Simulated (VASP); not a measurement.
**Cd: relaxation of cell and atoms with LDA**

Crystal: Cd.

```
CELL_PARAMETERS angstrom
0.00000 2.21000 2.21000
2.21000 0.00000 2.21000
2.21000 2.21000 0.00000
ATOMIC_POSITIONS crystal
Cd 0.00000 0.00000 0.00000
```

This isn't the form of Cd at room conditions, which is hcp.

```
Program                : VASP 6.6.1
Task                   : relaxation of cell and atoms
Functional             : LDA
Potentials or basis    : VASP PAW LDA potentials, release 64 (Cd)
Cutoff                 : 500 eV
k mesh                 : 9 × 9 × 9
Occupations            : fermi-dirac, width 0.05 eV
Spin                   : no spin polarisation
Target pressure        : 20 GPa
Dipole correction      : no
Further INCAR settings : ALGO = Normal; EDIFF = 1e-07; IBRION = 2; EDIFFG = -0.01; NSW = 80; ISIF = 3
```

The relaxed volume is 16.90 Å³/atom. The relaxed cell is a = 2.881 Å, b = 2.881 Å, c = 2.881 Å, α = 60.00°, β = 60.00°, γ = 60.00°, the space group after relaxing (to 0.1 Å) is Fm-3m (No. 225) and the energy change on relaxing (the run minimises the enthalpy) is +151.0 meV/atom. The ionic steps are 5. The pressure after relaxing is 20.1 GPa and the band gap on the k mesh is zero (bands 6 and 7 overlap by 1.10 eV).

Step by step:
| step | energy change (eV) | largest force (eV/Å) | pressure (GPa) | volume (Å³) |
| --- | --- | --- | --- | --- |
| 1 | 0.0000 | 0.0000 | -3.80 | 21.59 |
| 2 | 1.4028 | 0.0000 | 102.24 | 13.04 |
| 3 | 0.1227 | 0.0000 | 17.74 | 17.14 |
| 4 | 0.1406 | 0.0000 | 19.23 | 16.99 |
| 5 | 0.1510 | 0.0000 | 20.07 | 16.90 |

Final structure:
```xyz
1
Lattice="0.0000 2.0369 2.0369 2.0369 0.0000 2.0369 2.0369 2.0369 0.0000" Properties=species:S:1:pos:R:3 pbc="T T T"
Cd    0.0000    0.0000    0.0000
```

Levels at points of the mesh, in eV from the Fermi level:
| k point | band 2 | band 3 | band 4 | band 5 | band 6 | band 7 | band 8 | band 9 | band 10 |
| --- | --- | --- | --- | --- | --- | --- | --- | --- | --- |
| (0.00, 0.00, 0.00) | -10.12 | -10.12 | -10.12 | -9.33 | -9.33 | 14.65 | 17.26 | 17.26 | 17.26 |

Run time: 13 s on 1 thread of Intel(R) Xeon(R) Platinum 8488C (Sapphire Rapids), with other jobs on the host, peak memory 0.13 GiB.

Caveat: the cell is relaxed towards a set pressure, so the run minimises the enthalpy, not the energy; the volume moved by over 15 % at a fixed basis, so the end points are rough.
